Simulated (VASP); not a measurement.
# BN (P6_3/mmc) in VASP: a series of runs

BN is run at these levels: PBEsol; tasks: relaxation of cell and atoms.

All numbers are computed with VASP 6.6.1; they aren't measurements. Logs are shortened: lines on timing, memory, paths and dates and some standing lists are left out, and cuts for length are marked.

## (1) The cell of the first run

Symmetry: P6_3/mmc, No. 194, hexagonal system. Conventional cell: a = 2.498 Å, b = 2.498 Å, c = 6.636 Å, α = 90.00°, β = 90.00°, γ = 120.00°. B (site symmetry -6m2) has 3 N at 1.44 Å within 1.9 Å. N (site symmetry -6m2) has 3 B at 1.44 Å within 1.9 Å.

## (2) Relaxation of cell and atoms, PBEsol

The input, INCAR:

```
ALGO = Normal ; EDIFF = 1E-7
EDIFFG = -0.005 ; ENCUT = 600
GGA = PS ; IBRION = 2
ISIF = 3 ; ISMEAR = 0
LASPH = True ; LCHARG = False
LREAL = False ; LWAVE = False
NELM = 60 ; NSW = 100
PREC = Accurate ; SIGMA = 0.02
```

The input, KPOINTS:

```
k-points
0
Gamma
  12 12 4
```

The input, POSCAR:

```
BN
1.0
    2.4982400000      0.0000000000      0.0000000000
   -1.2491200000      2.1635393048      0.0000000000
    0.0000000000      0.0000000000      6.6357000000
B N
2 2
Direct
    0.3333333333      0.6666666667      0.2500000000
    0.6666666667      0.3333333333      0.7500000000
    0.3333333333      0.6666666667      0.7500000000
    0.6666666667      0.3333333333      0.2500000000
```

Potentials or basis: VASP PAW PBE potentials, release 64 (B, N).

On the command line:

```
$ cat potpaw_PBE.64/B/POTCAR potpaw_PBE.64/N/POTCAR > POTCAR
$ mpirun -np 1 vasp_std > vasp.out
```

OUTCAR:

```text
EDIFF = 1E-7
   EDIFFG = -0.005
   ENCUT = 600
   GGA = PS
   IBRION = 2
   ISIF = 3
   ISMEAR = 0
   LASPH = True
   LREAL = False
   NELM = 60
   NSW = 100
   PREC = Accurate

 ion  position               nearest neighbor table
   1  0.333  0.667  0.250-   4 1.44   4 1.44   4 1.44
   2  0.667  0.333  0.750-   3 1.44   3 1.44   3 1.44
   3  0.333  0.667  0.750-   2 1.44   2 1.44   2 1.44
   4  0.667  0.333  0.250-   1 1.44   1 1.44   1 1.44

  LATTYP: Found a hexagonal cell.
 ALAT       =     2.4982400000
 C/A-ratio  =     2.6561499296

  Lattice vectors:

 A1 = (   2.4982400000,   0.0000000000,   0.0000000000)
 A2 = (  -1.2491200000,   2.1635393048,   0.0000000000)
 A3 = (   0.0000000000,   0.0000000000,   6.6357000000)

Analysis of symmetry for initial positions (statically):
=====================================================================
 Subroutine PRICEL returns:
 Original cell was already a primitive cell.

 Routine SETGRP: Setting up the symmetry group for a
 hexagonal supercell.

 Subroutine GETGRP returns: Found 24 space group operations
 (whereof 12 operations were pure point group operations)
 out of a pool of 24 trial point group operations.

The static configuration has the point symmetry D_3d.
 The point group associated with its full space group is D_6h.

Analysis of symmetry for dynamics (positions and initial velocities):
=====================================================================
 Subroutine PRICEL returns:
 Original cell was already a primitive cell.

 Routine SETGRP: Setting up the symmetry group for a
 hexagonal supercell.

 Subroutine GETGRP returns: Found 24 space group operations
 (whereof 12 operations were pure point group operations)
 out of a pool of 24 trial point group operations.

The dynamic configuration has the point symmetry D_3d.
 The point group associated with its full space group is D_6h.

 Subroutine INISYM returns: Found 24 space group operations
 (whereof 12 operations are pure point group operations),
 and found     1 'primitive' translations

----------------------------------------------------------------------------------------

                                     Primitive cell

  volume of cell :      35.8662

  direct lattice vectors                    reciprocal lattice vectors
     2.498240000  0.000000000  0.000000000     0.400281798  0.231102804  0.000000000
    -1.249120000  2.163539305  0.000000000     0.000000000  0.462205608  0.000000000
     0.000000000  0.000000000  6.635700000     0.000000000  0.000000000  0.150700002

  length of vectors
     2.498240000  2.498240000  6.635700000     0.462205608  0.462205608  0.150700002

  position of ions in fractional coordinates (direct lattice)
     0.333333333  0.666666667  0.250000000
     0.666666667  0.333333333  0.750000000
     0.333333333  0.666666667  0.750000000
     0.666666667  0.333333333  0.250000000

  ion indices of the primitive-cell ions
   primitive index   ion index
                 1           1
                 2           2
                 3           3
                 4           4

----------------------------------------------------------------------------------------

 KPOINTS: k-points

Automatic generation of k-mesh.
 Grid dimensions read from file:
 generate k-points for:   12   12    4

 Generating k-lattice:

  Cartesian coordinates                     Fractional coordinates (reciprocal lattice)
     0.033356817  0.019258567  0.000000000     0.083333333 -0.000000000  0.000000000
     0.000000000  0.038517134  0.000000000     0.000000000  0.083333333  0.000000000
     0.000000000  0.000000000  0.037675000     0.000000000  0.000000000  0.250000000

  Length of vectors
     0.038517134  0.038517134  0.037675000

  Shift w.r.t. Gamma in fractional coordinates (k-lattice)
     0.000000000  0.000000000  0.000000000

 Subroutine IBZKPT returns following result:
 ===========================================

 Found     57 irreducible k-points:

 Following reciprocal coordinates:
            Coordinates               Weight
  0.000000  0.000000  0.000000      1.000000
  0.083333 -0.000000  0.000000      6.000000
  0.166667  0.000000  0.000000      6.000000
  0.250000  0.000000  0.000000      6.000000
  0.333333  0.000000  0.000000      6.000000
  0.416667  0.000000  0.000000      6.000000
[... 16 lines left out ...]
  0.250000  0.000000  0.250000     12.000000
  0.333333  0.000000  0.250000     12.000000
 [... further k-points ...]
   k-points           NKPTS =     57   k-points in BZ     NKDIM =     57   number of bands    NBANDS=     12
   number of dos      NEDOS =    301   number of ions     NIONS =      4
   total plane-waves  NPLWV =  21600
   dimension x,y,z NGX =    20 NGY =   20 NGZ =   54
   dimension x,y,z NGXF=    40 NGYF=   40 NGZF=  108
   ions per type =               2   2
   NGX,Y,Z   is equivalent  to a cutoff of  13.31, 13.31, 13.53 a.u.
   NGXF,Y,Z  is equivalent  to a cutoff of  26.62, 26.62, 27.06 a.u.
 SYSTEM =  unknown system
   PREC   = accura    normal or accurate (medium, high low for compatibility)
   ISTART =      0    job   : 0-new  1-cont  2-samecut
   ICHARG =      2    charge: 1-file 2-atom 10-const
   ISPIN  =      1    spin polarized calculation?
   LNONCOLLINEAR =      F non collinear calculations
   LSORBIT =      F    spin-orbit coupling
   LASPH  =      T    aspherical Exc in radial PAW
   ENCUT  =  600.0 eV  44.10 Ry    6.64 a.u.   4.99  4.99 13.25*2*pi/ulx,y,z
   NELM   =     60;   NELMIN=  2; NELMDL= -5     # of ELM steps
   EDIFF  = 0.1E-06   stopping-criterion for ELM
   LREAL  =      F    real-space projection
   EDIFFG = -.5E-02   stopping-criterion for IOM
   NSW    =    100    number of steps for IOM
   IBRION =      2    ionic relax: 0-MD 1-quasi-New 2-CG
   NFREE  =      1    steps in history (QN), initial steepest desc. (CG)
   ISIF   =      3    stress and relaxation
   ISYM   =      2    0-nonsym 1-usesym 2-fastsym
   POTIM  = 0.5000    time-step for ionic-motion
   TEBEG  =    0.0;   TEEND  =   0.0 temperature during run
   PSTRESS=    0.0 pullay stress
   NELECT =      16.0000    total number of electrons
   NUPDOWN=      -1.0000    fix difference up-down
   EMIN   =  10.00;   EMAX   =-10.00  energy-range for DOS
   EFERMI =   0.00;   METHOD = LEGACY
   ISMEAR =     0;   SIGMA  =   0.02  broadening in eV -4-tet -1-fermi 0-gaus
   EFERMI_NEDOS =   21; number of points for ismear=-14 and -15
   IALGO  =     38    algorithm
   IMIX   =      4    mixing-type and parameters
     AMIX     =   0.40;   BMIX     =  1.00
     AMIX_MAG =   1.60;   BMIX_MAG =  1.00
  volume/ion in A,a.u.               =       8.97        60.51
  Fermi-wavevector in a.u.,A,eV,Ry     =   1.250891  2.363842 21.289433  1.564729
  Thomas-Fermi vector in A             =   2.384864
   LORBIT       =      0    0 simple, 1 ext, 2 COOP (PROOUT), +10 PAW based schemes
   GGA     = PS    functional components
   LHFCALC =     F    Hartree Fock is set to
   AEXX    =    0.0000 exact exchange contribution
   IVDW    =     0    specifies the selected vdW correction
   LEPSILON=     F    determine dielectric tensor
   LRPA    =     F    only Hartree local field effects (RPA)
 conjugate gradient relaxation of ions
 non-spin polarized calculation
 Gauss-broadening in eV      SIGMA  =   0.02
  energy-cutoff  :      600.00
  volume of cell :       35.87
 maximum number of plane-waves:      1224
 NGX is ok and might be reduce to    20
   NGX =  9   NGY =  9   NGZ = 27

--------------------------------------- Ionic step        1  -------------------------------------------

 number of electron      15.9999998 magnetization

 Free energy of the ion-electron system (eV)
  ---------------------------------------------------
  ext. energy  EPLUGINS =         0.00000000
  ---------------------------------------------------
  free energy    TOTEN  =       -36.56981718 eV

  energy without entropy =      -36.56981718  energy(sigma->0) =      -36.56981718

------------------------ aborting loop because EDIFF is reached ----------------------------------------

  FORCE on cell =-STRESS in cart. coord.  units (eV):
  Direction    XX          YY          ZZ          XY          YZ          ZX
  --------------------------------------------------------------------------------------
  -------------------------------------------------------------------------------------
  Total        0.6894128      0.6894128      0.1518361     -0.0000000      0.0000000      0.0000000
  in kB       30.7967043     30.7967043      6.7826600     -0.0000000      0.0000000      0.0000000
  external PRESSURE =      22.7920229 kB  Pullay stress =       0.0000000 kB

 VOLUME and BASIS-vectors are now :
 -----------------------------------------------------------------------------
  energy-cutoff  :      600.00
  volume of cell :       35.87
      direct lattice vectors                 reciprocal lattice vectors
     2.498240000  0.000000000  0.000000000     0.400281798  0.231102804  0.000000000
    -1.249120000  2.163539305  0.000000000     0.000000000  0.462205608  0.000000000
     0.000000000  0.000000000  6.635700000     0.000000000  0.000000000  0.150700002
[... 191 lines left out ...]
 POSITION                                       TOTAL-FORCE (eV/Angst)
 -----------------------------------------------------------------------------------
     -0.00000      1.44646      1.68616        -0.000000      0.000000      0.000000
      1.25267      0.72323      5.05847         0.000000     -0.000000      0.000000
     -0.00000      1.44646      5.05847        -0.000000      0.000000      0.000000
      1.25267      0.72323      1.68616         0.000000      0.000000      0.000000
 -----------------------------------------------------------------------------------
    total drift:                                0.000000     -0.000000      0.000000

  FREE ENERGIE OF THE ION-ELECTRON SYSTEM (eV)
  ---------------------------------------------------
  free  energy   TOTEN  =       -36.5735970283 eV

  energy  without entropy=      -36.5735970283  energy(sigma->0) =      -36.57359703

--------------------------------------- Ionic step        7  -------------------------------------------

 number of electron      16.0000000 magnetization

 Free energy of the ion-electron system (eV)
  ---------------------------------------------------
  ext. energy  EPLUGINS =         0.00000000
  ---------------------------------------------------
  free energy    TOTEN  =       -36.57445942 eV

  energy without entropy =      -36.57445942  energy(sigma->0) =      -36.57445942

 E-fermi :   2.0803     XC(G=0): -10.0704

 val. band max:        1.9160740997   @ k =   0.3333   0.3333   0.5000
 cond. band min:       6.1370697889   @ k =   0.5000   0.0000   0.0000
 fundamental gap:      4.2209956892
 Fermi energy:         2.0802899145

 k-point     1 :       0.0000    0.0000    0.0000
  band No.  band energies     occupation
      1     -15.8043      2.00000
      2     -15.5711      2.00000
      3      -4.2246      2.00000
      4      -2.3806      2.00000
      5       0.6079      2.00000
      6       0.6079      2.00000
      7       0.6344      2.00000
      8       0.6344      2.00000
      9       6.7821      0.00000
     10      11.6831      0.00000
     11      13.4219      0.00000
     12      13.4219      0.00000

 k-point     2 :       0.0833   -0.0000    0.0000
  band No.  band energies     occupation
      1     -15.6684      2.00000
      2     -15.4389      2.00000
      3      -4.0377      2.00000
      4      -2.2108      2.00000
      5       0.0492      2.00000
      6       0.0699      2.00000
      7       0.3458      2.00000
      8       0.3755      2.00000
      9       7.0284      0.00000
     10      11.6364      0.00000
     11      13.2369      0.00000
     12      13.4176      0.00000
[... 316 lines left out ...]
 k-point    24 :       0.3333    0.0000    0.2500
  band No.  band energies     occupation
      1     -13.7935      2.00000
      2     -13.6761      2.00000
      3      -4.9594      2.00000
      4      -4.9169      2.00000
      5      -1.6506      2.00000
      6      -1.6186      2.00000
      7      -1.2202      2.00000
      8      -0.1721      2.00000
      9       8.7155      0.00000
     10       9.1858      0.00000
     11      10.5932      0.00000
     12      12.0506      0.00000

 [... further k-points ...]
[... 5 lines left out ...]
  --------------------------------------------------------------------------------------
  -------------------------------------------------------------------------------------
  Total        0.0015543      0.0015543      0.0174154      0.0000000      0.0000000      0.0000000
  in kB        0.0666892      0.0666892      0.7472465      0.0000000      0.0000000      0.0000000
  external PRESSURE =       0.2935416 kB  Pullay stress =       0.0000000 kB

 VOLUME and BASIS-vectors are now :
 -----------------------------------------------------------------------------
  energy-cutoff  :      600.00
  volume of cell :       37.34
      direct lattice vectors                 reciprocal lattice vectors
     2.505171644  0.000000000  0.000000000     0.399174245  0.230463358 -0.000000000
    -1.252585822  2.169542284 -0.000000000     0.000000000  0.460926716 -0.000000000
    -0.000000000  0.000000000  6.870269210     0.000000000  0.000000000  0.145554704

 POSITION                                       TOTAL-FORCE (eV/Angst)
 -----------------------------------------------------------------------------------
     -0.00000      1.44636      1.71757         0.000000     -0.000000      0.000000
      1.25259      0.72318      5.15270        -0.000000      0.000000     -0.000000
     -0.00000      1.44636      5.15270        -0.000000      0.000000      0.000000
      1.25259      0.72318      1.71757         0.000000     -0.000000      0.000000
 -----------------------------------------------------------------------------------
    total drift:                                0.000000     -0.000000      0.000000

  FREE ENERGIE OF THE ION-ELECTRON SYSTEM (eV)
  ---------------------------------------------------
  free  energy   TOTEN  =       -36.5744594187 eV

  energy  without entropy=      -36.5744594187  energy(sigma->0) =      -36.57445942

 reached required accuracy - stopping structural energy minimisation
```

Run time: 2.8 min. Hardware: 1 thread of Intel Xeon 8259CL, shared host; peak memory 0.17 GiB.

Results:

```yaml
Free_energy: -36.5745 eV
Relaxed_volume: 9.34 Å³/atom
Relaxed_cell: a = 2.505 Å, b = 2.505 Å, c = 6.870 Å, α = 90.00°, β = 90.00°, γ = 120.00°
Space_group_after_relaxing_to_0.1_Å: P6_3/mmc (No. 194)
Energy_gained_by_relaxing: 1.2 meV/atom
Ionic_steps: 7
Pressure_after_relaxing: 0.0 GPa
Band_gap_on_the_k_mesh: 4.22 eV (least direct gap 4.59 eV)
```

Step by step:
```csv
step,energy change (eV),largest force (eV/Å),pressure (GPa),volume (Å³)
1,0.0000,0.0000,2.28,35.87
2,0.0050,0.0000,-3.63,36.53
3,-0.0020,0.0000,0.16,36.10
4,-0.0023,0.0000,0.15,36.15
5,-0.0029,0.0000,0.13,36.32
6,-0.0038,0.0000,0.09,36.66
7,-0.0046,0.0000,0.03,37.34
```

Final structure:
```xyz
4
Lattice="2.5052 0.0000 0.0000 -1.2526 2.1695 0.0000 0.0000 0.0000 6.8703" Properties=species:S:1:pos:R:3 pbc="T T T"
B     0.0000    1.4464    1.7176
B     1.2526    0.7232    5.1527
N     0.0000    1.4464    5.1527
N     1.2526    0.7232    1.7176
```

Levels at points of the mesh, in eV from the valence-band top:
```tsv
k point	band 5	band 6	band 7	band 8	band 9	band 10	band 11	band 12
(0.00, 0.00, 0.00)	-1.31	-1.31	-1.28	-1.28	4.87	9.77	11.51	11.51
(0.50, 0.00, 0.00)	-4.13	-4.08	-1.36	-0.51	4.22	5.45	9.41	9.90
(0.00, 0.00, 0.50)	-1.29	-1.29	-1.29	-1.29	7.08	7.08	11.55	11.55
(0.50, 0.00, 0.50)	-4.11	-4.11	-0.92	-0.92	4.66	4.66	9.81	9.81
```

Caveat: the PAW data sets were made with another functional, which shifts forces and pressure a little; this functional lacks dispersion, which binds the layers, so the pressure and a relaxed spacing across them are unreliable.

[end of part 1 of 2]
